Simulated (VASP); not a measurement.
Input of a VASP 6.6.1 run:

INCAR

```
SYSTEM = In3B
  PREC = Accurate
  ENCUT = 600
  EDIFF = 1E-6
  ISMEAR = 0
  SIGMA = 0.1
  LREAL = .FALSE.
  LASPH = .TRUE.
  NELM = 100
  ALGO = Normal
  ISIF = 3
  LWAVE = .FALSE.
  LCHARG = .FALSE.
  GGA = PE
  IBRION = 2
  NSW = 100
  EDIFFG = -0.005
```

The input KPOINTS:

```
Automatic mesh
0
G
  10 10 10
  0 0 0
```

File POSCAR:

```
In3B
1.0
    4.4358895317      0.0000000000      0.0000000000
    0.0000000000      4.4358895317      0.0000000000
    0.0000000000      0.0000000000      4.4358895317
In B
3 1
Direct
    0.0000000000      0.5000000000      0.5000000000
    0.5000000000      0.0000000000      0.5000000000
    0.5000000000      0.5000000000      0.0000000000
    0.0000000000      0.0000000000      0.0000000000
```

Potentials or basis: VASP PAW PBE potentials, release 64 (In_d, B).

Launch:

```console
$ cat potpaw_PBE.64/In_d/POTCAR potpaw_PBE.64/B/POTCAR > POTCAR
$ mpirun -np 1 vasp_std > vasp.out
```

Task: Estimate the space group after relaxing (to 0.05 Å).

Result: Pm-3m (No. 221).

Task: Estimate the relaxed volume.

Result: 22.12 Å³/atom.

Final structure:
```
In B
1.0
     4.45613    0.00000    0.00000
     0.00000    4.45613    0.00000
     0.00000    0.00000    4.45613
In B
3 1
Direct
  0.00000 0.50000 0.50000
  0.50000 0.00000 0.50000
  0.50000 0.50000 0.00000
  0.00000 0.00000 0.00000
```
